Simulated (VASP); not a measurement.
Wanted: the native input for a VASP 6.6.1 run.

```yaml
Task: single point
Functional: PBE
Potentials_or_basis: VASP PAW PBE potentials, release 64 (Rh_pv, O)
Cutoff: 520 eV
k_mesh: 8 × 8 × 8
Occupations: fermi-dirac, width 0.0612256 eV
Spin: no spin polarisation
Dipole_correction: no
Further_INCAR_settings: ALGO = Normal; EDIFF = 1e-07; NBANDS = 73
```

The structure of Rh2O5 (cubic X2O5 type) lies in POSCAR:

```
Rh2O5
1.0
    5.0762862256      0.0000000000      0.0000000000
    0.0000000000      5.0762862256      0.0000000000
    0.0000000000      0.0000000000      5.0762862256
Rh O
4 10
Direct
    0.0000000000      0.0000000000      0.0000000000
    0.5000000000      0.5000000000      0.0000000000
    0.5000000000      0.0000000000      0.5000000000
    0.0000000000      0.5000000000      0.5000000000
    0.5000000000      0.0000000000      0.0000000000
    0.0000000000      0.5000000000      0.0000000000
    0.0000000000      0.0000000000      0.5000000000
    0.5000000000      0.5000000000      0.5000000000
    0.7500000000      0.7500000000      0.2500000000
    0.7500000000      0.2500000000      0.7500000000
    0.2500000000      0.7500000000      0.7500000000
    0.7500000000      0.2500000000      0.2500000000
    0.2500000000      0.7500000000      0.2500000000
    0.2500000000      0.2500000000      0.7500000000
```

The input as run:

INCAR

```
SYSTEM = Rh2O5
PREC = Accurate ; ENCUT = 520
EDIFF = 1E-7 ; ISMEAR = -1
SIGMA = 0.06122561905347299 ; LREAL = .FALSE.
LASPH = .TRUE. ; NELM = 60
ALGO = Normal ; ISIF = 2
LWAVE = .FALSE. ; LCHARG = .TRUE.
GGA = PE ; LELF = .TRUE.
LVHAR = .TRUE. ; NBANDS = 73
```

KPOINTS

```
regular mesh
0
G
  8 8 8
  0 0 0
```

Potentials or basis: VASP PAW PBE potentials, release 64 (Rh_pv, O).

The run is started by

```bash
$ cat potpaw_PBE.64/Rh_pv/POTCAR potpaw_PBE.64/O/POTCAR > POTCAR
$ mpirun -np 1 vasp_std > vasp.out
```

Results of the run:

```yaml
Pressure: -0.1 GPa
Band_gap_on_the_k_mesh: zero (bands 60 and 61 overlap by 0.95 eV)
```

It took 7.3 min on 1 thread of Intel(R) Xeon(R) Platinum 8259CL CPU @ 2.50GHz (Skylake/Cascade Lake), with other jobs on the host, peak memory 0.38 GiB.
